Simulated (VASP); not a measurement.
A run of VASP 6.6.1:

INCAR

```
SYSTEM = InP
  ALGO = Normal
  EDIFF = 1E-6
  EDIFFG = -0.01
  ENCUT = 600
  GGA = RP
  IBRION = 2
  ISIF = 3
  ISMEAR = -1
  IVDW = 12
  LASPH = .True.
  LCHARG = .False.
  LREAL = .False.
  LWAVE = .False.
  NELM = 100
  NSW = 60
  PREC = Accurate
  SIGMA = 0.05
```

The input KPOINTS:

```
k-points
0
Gamma
  8 8 8
  0 0 0
```

File POSCAR:

```
InP
1.0
    0.0000000000      2.7688340000      2.7688340000
    2.7688340000      0.0000000000      2.7688340000
    2.7688340000      2.7688340000      0.0000000000
In P
1 1
Direct
    0.0000000000      0.0000000000      0.0000000000
    0.5000000000      0.5000000000      0.5000000000
```

Potentials or basis: VASP PAW PBE potentials, release 64 (In_d, P).

The run is started by

```bash
$ cat potpaw_PBE.64/In_d/POTCAR potpaw_PBE.64/P/POTCAR > POTCAR
$ mpirun -np 1 vasp_std > vasp.out
```

Hardware: 1 thread of Intel(R) Xeon(R) 6975P-C (Granite Rapids), on a shared host.

Estimate the wall time of this run.

Wall time 23 s on 1 thread of Intel(R) Xeon(R) 6975P-C (Granite Rapids), with other jobs on the host, peak memory 0.21 GiB. Counts: scf iterations 42, k points 29, ion steps 4.
